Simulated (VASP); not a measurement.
# MgO (Pm-3m) in VASP: a series of runs, part 2 of 2

VASP 6.6.1. Earlier steps stand in the parts before.

### Step 3. Single point, r2SCAN (9.03 Å³/atom)

This run uses another cell than the first one, of 9.03 Å³/atom.

Contents of POSCAR:

```
MgO
1.0
    2.6238541418      0.0000000000      0.0000000000
    0.0000000000      2.6238541418      0.0000000000
    0.0000000000      0.0000000000      2.6238541418
Mg O
1 1
Direct
    0.0000000000      0.0000000000      0.0000000000
    0.5000000000      0.5000000000      0.5000000000
```

Contents of INCAR.step1:

```
SYSTEM = MgO
  PREC = Accurate
  ENCUT = 750
  ISMEAR = 0
  SIGMA = 0.05
  LREAL = .FALSE.
  LASPH = .TRUE.
  NELM = 120
  NBANDS = 15
  GGA = PE
  ALGO = Normal
  EDIFF = 1E-5
  LWAVE = .TRUE.
  LCHARG = .FALSE.
  GGA_COMPAT = .FALSE.
```

Contents of INCAR.step2:

```
SYSTEM = MgO
  PREC = Accurate
  ENCUT = 750
  EDIFF = 1E-6
  ISMEAR = 0
  SIGMA = 0.05
  LREAL = .FALSE.
  LASPH = .TRUE.
  NELM = 120
  ALGO = Normal
  ISIF = 2
  LWAVE = .FALSE.
  LCHARG = .TRUE.
  METAGGA = R2SCAN
  LMIXTAU = .TRUE.
  LELF = .TRUE.
  LVHAR = .TRUE.
  NBANDS = 15
  ISTART = 1
  GGA_COMPAT = .FALSE.
```

Contents of KPOINTS:

```
Automatic mesh
0
G
  8 8 8
  0 0 0
```

Potentials or basis: VASP PAW PBE potentials, release 64 (Mg_sv, O).

On the command line:

```console
cat potpaw_PBE.64/Mg_sv/POTCAR potpaw_PBE.64/O/POTCAR > POTCAR
cp INCAR.step1 INCAR
mpirun -np 1 vasp_std > vasp.out
cp INCAR.step2 INCAR
mpirun -np 1 vasp_std > vasp.out
```

OUTCAR:

```text
SYSTEM = MgO
   PREC = Accurate
   ENCUT = 750
   EDIFF = 1E-6
   ISMEAR = 0
   LREAL = .FALSE.
   LASPH = .TRUE.
   NELM = 120
   ISIF = 2
   METAGGA = R2SCAN
   ISTART = 1

 ion  position               nearest neighbor table
   1  0.000  0.000  0.000-
   2  0.500  0.500  0.500-

  LATTYP: Found a simple cubic cell.
 ALAT       =     2.6238541418

  Lattice vectors:

 A1 = (   2.6238541418,   0.0000000000,   0.0000000000)
 A2 = (   0.0000000000,   2.6238541418,   0.0000000000)
 A3 = (   0.0000000000,   0.0000000000,   2.6238541418)

Analysis of symmetry for initial positions (statically):
=====================================================================
 Subroutine PRICEL returns:
 Original cell was already a primitive cell.

 Routine SETGRP: Setting up the symmetry group for a
 simple cubic supercell.

 Subroutine GETGRP returns: Found 48 space group operations
 (whereof 48 operations were pure point group operations)
 out of a pool of 48 trial point group operations.

The static configuration has the point symmetry O_h .

Analysis of symmetry for dynamics (positions and initial velocities):
=====================================================================
 Subroutine PRICEL returns:
 Original cell was already a primitive cell.

 Routine SETGRP: Setting up the symmetry group for a
 simple cubic supercell.

 Subroutine GETGRP returns: Found 48 space group operations
 (whereof 48 operations were pure point group operations)
 out of a pool of 48 trial point group operations.

The dynamic configuration has the point symmetry O_h .

 Subroutine INISYM returns: Found 48 space group operations
 (whereof 48 operations are pure point group operations),
 and found     1 'primitive' translations

----------------------------------------------------------------------------------------

                                     Primitive cell

  volume of cell :      18.0642

  direct lattice vectors                    reciprocal lattice vectors
     2.623854142  0.000000000  0.000000000     0.381118746  0.000000000  0.000000000
     0.000000000  2.623854142  0.000000000     0.000000000  0.381118746  0.000000000
     0.000000000  0.000000000  2.623854142     0.000000000  0.000000000  0.381118746

  length of vectors
     2.623854142  2.623854142  2.623854142     0.381118746  0.381118746  0.381118746

  position of ions in fractional coordinates (direct lattice)
     0.000000000  0.000000000  0.000000000
     0.500000000  0.500000000  0.500000000

  ion indices of the primitive-cell ions
   primitive index   ion index
                 1           1
                 2           2

----------------------------------------------------------------------------------------

 KPOINTS: Automatic mesh

Automatic generation of k-mesh.
 Grid dimensions read from file:
 generate k-points for:    8    8    8

 Generating k-lattice:

  Cartesian coordinates                     Fractional coordinates (reciprocal lattice)
     0.047639843  0.000000000  0.000000000     0.125000000  0.000000000  0.000000000
     0.000000000  0.047639843  0.000000000     0.000000000  0.125000000  0.000000000
     0.000000000  0.000000000  0.047639843     0.000000000  0.000000000  0.125000000

  Length of vectors
     0.047639843  0.047639843  0.047639843

  Shift w.r.t. Gamma in fractional coordinates (k-lattice)
     0.000000000  0.000000000  0.000000000

 Subroutine IBZKPT returns following result:
 ===========================================

 Found     35 irreducible k-points:

 Following reciprocal coordinates:
            Coordinates               Weight
  0.000000  0.000000  0.000000      1.000000
  0.125000  0.000000  0.000000      6.000000
  0.250000  0.000000  0.000000      6.000000
  0.375000  0.000000  0.000000      6.000000
  0.500000  0.000000  0.000000      3.000000
  0.125000  0.125000  0.000000     12.000000
[... 16 lines left out ...]
  0.375000  0.375000  0.125000     24.000000
  0.500000  0.375000  0.125000     24.000000
 [... further k-points ...]
   k-points           NKPTS =     35   k-points in BZ     NKDIM =     35   number of bands    NBANDS=     15
   number of dos      NEDOS =    301   number of ions     NIONS =      2
   total plane-waves  NPLWV =  13824
   dimension x,y,z NGX =    24 NGY =   24 NGZ =   24
   dimension x,y,z NGXF=    48 NGYF=   48 NGZF=   48
   ions per type =               1   1
   NGX,Y,Z   is equivalent  to a cutoff of  15.21, 15.21, 15.21 a.u.
   NGXF,Y,Z  is equivalent  to a cutoff of  30.41, 30.41, 30.41 a.u.
 SYSTEM =  MgO
   PREC   = accura    normal or accurate (medium, high low for compatibility)
   ISTART =      1    job   : 0-new  1-cont  2-samecut
   ICHARG =      0    charge: 1-file 2-atom 10-const
   ISPIN  =      1    spin polarized calculation?
   LNONCOLLINEAR =      F non collinear calculations
   LSORBIT =      F    spin-orbit coupling
   LASPH  =      T    aspherical Exc in radial PAW
   ENCUT  =  750.0 eV  55.12 Ry    7.42 a.u.   5.86  5.86  5.86*2*pi/ulx,y,z
   NELM   =    120;   NELMIN=  2; NELMDL=  0     # of ELM steps
   EDIFF  = 0.1E-05   stopping-criterion for ELM
   LREAL  =      F    real-space projection
[... 7 lines left out ...]
   TEBEG  =    0.0;   TEEND  =   0.0 temperature during run
   PSTRESS=    0.0 pullay stress
   NELECT =      16.0000    total number of electrons
   NUPDOWN=      -1.0000    fix difference up-down
   EMIN   =  10.00;   EMAX   =-10.00  energy-range for DOS
   EFERMI =   0.00;   METHOD = LEGACY
   ISMEAR =     0;   SIGMA  =   0.05  broadening in eV -4-tet -1-fermi 0-gaus
   EFERMI_NEDOS =   21; number of points for ismear=-14 and -15
   IALGO  =     38    algorithm
   IMIX   =      4    mixing-type and parameters
     AMIX     =   0.40;   BMIX     =  1.00
     AMIX_MAG =   1.60;   BMIX_MAG =  1.00
  volume/ion in A,a.u.               =       9.03        60.95
  Fermi-wavevector in a.u.,A,eV,Ry     =   1.572202  2.971032 33.631160  2.471821
  Thomas-Fermi vector in A             =   2.673672
   LORBIT       =      0    0 simple, 1 ext, 2 COOP (PROOUT), +10 PAW based schemes
   METAGGA = R2SCAN    functional components
   LHFCALC =     F    Hartree Fock is set to
   AEXX    =    0.0000 exact exchange contribution
   IVDW    =     0    specifies the selected vdW correction
   LEPSILON=     F    determine dielectric tensor
   LRPA    =     F    only Hartree local field effects (RPA)
 non-spin polarized calculation
 Gauss-broadening in eV      SIGMA  =   0.05
  energy-cutoff  :      750.00
  volume of cell :       18.06
 maximum number of plane-waves:       860
 NGX is ok and might be reduce to    24
   NGX = 11   NGY = 11   NGZ = 11

 number of electron      16.0000014 magnetization

 Free energy of the ion-electron system (eV)
  ---------------------------------------------------
  ext. energy  EPLUGINS =         0.00000000
  ---------------------------------------------------
  free energy    TOTEN  =       -14.55063300 eV

  energy without entropy =      -14.55063300  energy(sigma->0) =      -14.55063300

 E-fermi :   4.9962     XC(G=0): -12.3442

 val. band max:        4.5357894129   @ k =   0.5000   0.5000   0.0000
 cond. band min:       8.0543575858   @ k =   0.0000   0.0000   0.0000
 fundamental gap:      3.5185681729
 Fermi energy:         4.9961699672

 k-point     1 :       0.0000    0.0000    0.0000
  band No.  band energies     occupation
      1     -73.0771      2.00000
      2     -38.1353      2.00000
      3     -38.1353      2.00000
      4     -38.1353      2.00000
      5     -15.0299      2.00000
      6       3.4822      2.00000
      7       3.4822      2.00000
      8       3.4822      2.00000
      9       8.0544      0.00000
     10      16.0232      0.00000
     11      16.0232      0.00000
     12      26.5618      0.00000
     13      26.5618      0.00000
     14      26.5618      0.00000
     15      33.6594      0.00000
[... 397 lines left out ...]
 k-point    24 :       0.5000    0.3750    0.1250
  band No.  band energies     occupation
      1     -73.0522      2.00000
      2     -38.2448      2.00000
      3     -38.2241      2.00000
      4     -38.1310      2.00000
      5     -12.9694      2.00000
      6      -0.4621      2.00000
      7       0.3513      2.00000
      8       3.7668      2.00000
      9      11.5259      0.00000
     10      16.4936      0.00000
     11      17.0094      0.00000
     12      20.8311      0.00000
     13      24.7186      0.00000
     14      25.1157      0.00000
     15      29.8460      0.00000

 [... further k-points ...]

------------------------ aborting loop because EDIFF is reached ----------------------------------------

  FORCE on cell =-STRESS in cart. coord.  units (eV):
  Direction    XX          YY          ZZ          XY          YZ          ZX
  --------------------------------------------------------------------------------------
  -------------------------------------------------------------------------------------
  Total       -0.0067028     -0.0067028     -0.0067028      0.0000000      0.0000000     -0.0000000
  in kB       -0.5944942     -0.5944942     -0.5944942      0.0000000      0.0000000     -0.0000000
  external PRESSURE =      -0.5944942 kB  Pullay stress =       0.0000000 kB

 VOLUME and BASIS-vectors are now :
 -----------------------------------------------------------------------------
  energy-cutoff  :      750.00
  volume of cell :       18.06
      direct lattice vectors                 reciprocal lattice vectors
     2.623854142  0.000000000  0.000000000     0.381118746  0.000000000  0.000000000
     0.000000000  2.623854142  0.000000000     0.000000000  0.381118746  0.000000000
     0.000000000  0.000000000  2.623854142     0.000000000  0.000000000  0.381118746

 POSITION                                       TOTAL-FORCE (eV/Angst)
 -----------------------------------------------------------------------------------
      0.00000      0.00000      0.00000         0.000000      0.000000      0.000000
      1.31193      1.31193      1.31193         0.000000      0.000000      0.000000
 -----------------------------------------------------------------------------------
    total drift:                                0.000000      0.000000     -0.000000

  FREE ENERGIE OF THE ION-ELECTRON SYSTEM (eV)
  ---------------------------------------------------
  free  energy   TOTEN  =       -14.5506329965 eV

  energy  without entropy=      -14.5506329965  energy(sigma->0) =      -14.55063300
```

It took 88 s on 1 thread of AMD EPYC 7R43 (Zen 3), shared host; peak memory 0.11 GiB.

What came out:

```yaml
Free_energy: -14.5506 eV
Pressure: -0.1 GPa
Band_gap_on_the_k_mesh: 3.52 eV (least direct gap 4.57 eV)
```

Caveat: the PAW data sets were made with another functional, which shifts forces and pressure a little. A k mesh can miss the band edges.

### Step 4. Single point, r2SCAN (8.67 Å³/atom)

This run uses another cell than the first one, of 8.67 Å³/atom.

Contents of POSCAR:

```
MgO
1.0
    2.5883923063      0.0000000000      0.0000000000
    0.0000000000      2.5883923063      0.0000000000
    0.0000000000      0.0000000000      2.5883923063
Mg O
1 1
Direct
    0.0000000000      0.0000000000      0.0000000000
    0.5000000000      0.5000000000      0.5000000000
```

INCAR.step1 is that of step 3.

INCAR.step2, as its differences from that of step 3:

```diff
@@ -12,7 +12,5 @@
   LWAVE = .FALSE.
-  LCHARG = .TRUE.
+  LCHARG = .FALSE.
   METAGGA = R2SCAN
   LMIXTAU = .TRUE.
-  LELF = .TRUE.
-  LVHAR = .TRUE.
   NBANDS = 15
```

Contents of KPOINTS:

```
Automatic mesh
0
G
  10 10 10
  0 0 0
```

On the command line:

```console
cat potpaw_PBE.64/Mg_sv/POTCAR potpaw_PBE.64/O/POTCAR > POTCAR
cp INCAR.step1 INCAR
mpirun -np 1 vasp_std > vasp.out
cp INCAR.step2 INCAR
mpirun -np 1 vasp_std > vasp.out
```

Run time: 25 s. Hardware: 1 thread of Intel Xeon 6975P-C (Granite Rapids), shared host; peak memory 0.15 GiB.

Results (log left out):

```
Free energy            : -14.5307 eV
Pressure               : 6.9 GPa
Band gap on the k mesh : 3.93 eV (least direct gap 5.03 eV)
```

Levels at points of the mesh, in eV from the valence-band top:
```tsv
k point	band 6	band 7	band 8	band 9	band 10	band 11
(0.00, 0.00, 0.00)	-1.10	-1.10	-1.10	3.93	11.57	11.57
(0.50, 0.00, 0.00)	-6.84	-0.62	-0.62	8.44	11.18	16.10
(0.50, 0.50, 0.00)	-5.04	-5.04	0.00	6.12	14.01	14.01
(0.50, 0.50, 0.50)	-3.99	-3.99	-3.99	8.67	8.67	8.67
```

Caveat: the cell stands under pressure; the PAW data sets were made with another functional, which shifts forces and pressure a little.

### Step 5. Single point, r2SCAN (8.31 Å³/atom)

This run uses another cell than the first one, of 8.31 Å³/atom.

Contents of POSCAR:

```
MgO
1.0
    2.5519312199      0.0000000000      0.0000000000
    0.0000000000      2.5519312199      0.0000000000
    0.0000000000      0.0000000000      2.5519312199
Mg O
1 1
Direct
    0.0000000000      0.0000000000      0.0000000000
    0.5000000000      0.5000000000      0.5000000000
```

Contents of INCAR.step1:

```
SYSTEM = MgO
  ALGO = Normal
  EDIFF = 1E-5
  ENCUT = 750
  GGA = PE
  GGA_COMPAT = .False.
  ISMEAR = 0
  LASPH = .True.
  LCHARG = .False.
  LREAL = .False.
  LWAVE = .True.
  NBANDS = 15
  NELM = 120
  PREC = Accurate
  SIGMA = 0.05
```

Contents of INCAR.step2:

```
SYSTEM = MgO
  ALGO = Normal
  EDIFF = 1E-6
  ENCUT = 750
  GGA_COMPAT = .False.
  ISIF = 2
  ISMEAR = 0
  ISTART = 1
  LASPH = .True.
  LCHARG = .False.
  LMIXTAU = .True.
  LREAL = .False.
  LWAVE = .False.
  METAGGA = R2SCAN
  NBANDS = 15
  NELM = 120
  PREC = Accurate
  SIGMA = 0.05
```

Contents of KPOINTS:

```
k-points
0
Gamma
  10 10 10
  0 0 0
```

On the command line:

```console
cat potpaw_PBE.64/Mg_sv/POTCAR potpaw_PBE.64/O/POTCAR > POTCAR
cp INCAR.step1 INCAR
mpirun -np 1 vasp_std > vasp.out
cp INCAR.step2 INCAR
mpirun -np 1 vasp_std > vasp.out
```

Wall time 25 s (1 thread of Intel Xeon 6975P-C (Granite Rapids), shared host); peak memory 0.15 GiB.

It converged, with:

- Free energy: -14.4764 eV
- Pressure: 15.2 GPa
- Band gap on the k mesh: 4.38 eV (least direct gap 5.53 eV)

Levels at points of the mesh, in eV from the valence-band top:
| k point | band 6 | band 7 | band 8 | band 9 | band 10 | band 11 |
| --- | --- | --- | --- | --- | --- | --- |
| (0.00, 0.00, 0.00) | -1.15 | -1.15 | -1.15 | 4.38 | 11.66 | 11.66 |
| (0.50, 0.00, 0.00) | -7.13 | -0.66 | -0.66 | 8.86 | 11.70 | 16.36 |
| (0.50, 0.50, 0.00) | -5.27 | -5.27 | 0.00 | 6.30 | 14.52 | 14.52 |
| (0.50, 0.50, 0.50) | -4.21 | -4.21 | -4.21 | 8.88 | 8.88 | 8.88 |

Caveat: the cell stands under pressure; the PAW data sets were made with another functional, which shifts forces and pressure a little. A k mesh can miss the band edges.

### Step 6. The runs side by side

| cell | k mesh | gap on the mesh (eV) | pressure (GPa) |
| --- | --- | --- | --- |
| a = 2.658 Å, 2 atoms | 8 × 8 × 8 | 3.16 | -6.2 |
| a = 2.624 Å, 2 atoms | 8 × 8 × 8 | 3.52 | -0.1 |
| a = 2.588 Å, 2 atoms | 10 × 10 × 10 | 3.93 | 6.9 |
| a = 2.552 Å, 2 atoms | 10 × 10 × 10 | 4.38 | 15.2 |

Alike in all rows: task single point; level r2SCAN; potentials or basis VASP PAW PBE potentials, release 64 (Mg_sv, O); no spin polarisation; cutoff (eV) 750; smearing gaussian 0.05 eV.

Caveats: the PAW data sets were made with another functional, which shifts forces and pressure a little; the cell stands under pressure (at least some runs); the cell stands under tension (at least some runs).

Total energies depend on the potentials used, so only differences within one code and one set of settings carry meaning.
